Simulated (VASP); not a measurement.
A run of VASP 6.6.1 is set up as follows.

File INCAR:

```
PREC     = Accurate       # precision mode
ENCUT    = 520            # plane-wave cutoff, eV
EDIFF    = 1E-8           # SCF threshold, eV
ISMEAR   = -1             # smearing method
SIGMA    = 0.03           # smearing width, eV
LREAL    = False          # projectors in reciprocal space
LASPH    = True           # aspherical terms in the spheres
NELM     = 100            # most SCF steps
ALGO     = Normal         # electronic algorithm
ISIF     = 2              # what is computed and relaxed
LWAVE    = False          # write WAVECAR
LCHARG   = False          # write CHGCAR
GGA      = CA             # functional
LEFG     = True         
NBANDS   = 15             # bands
```

The input KPOINTS:

```
Automatic mesh
0
Gamma
  9 9 9
```

The input POSCAR:

```
CaSe
1.0
    0.0000000000      3.0158198696      2.8811309620
    3.0158198696      0.0000000000      2.8811309620
    3.0158198696      3.0158198696      0.0000000000
Ca Se
1 1
Direct
    0.0000000000      0.0000000000      0.0000000000
    0.5000000000      0.5000000000      0.5000000000
```

Potentials or basis: VASP PAW LDA potentials, release 64 (Ca_sv, Se).

Run with:

```sh
$ cat potpaw_LDA.64/Ca_sv/POTCAR potpaw_LDA.64/Se/POTCAR > POTCAR
$ mpirun -np 1 vasp_std > vasp.out
```

(1) Predict the pressure.

(2) Estimate the band gap on the k mesh.

Answers

(1) -3.3 GPa.

(2) 1.90 eV (least direct gap 2.76 eV).

Caveat: the cell stands under tension; without QUAD_EFG the Cq values of the log hold for a quadrupole moment of 1 mb, not for the nuclei.
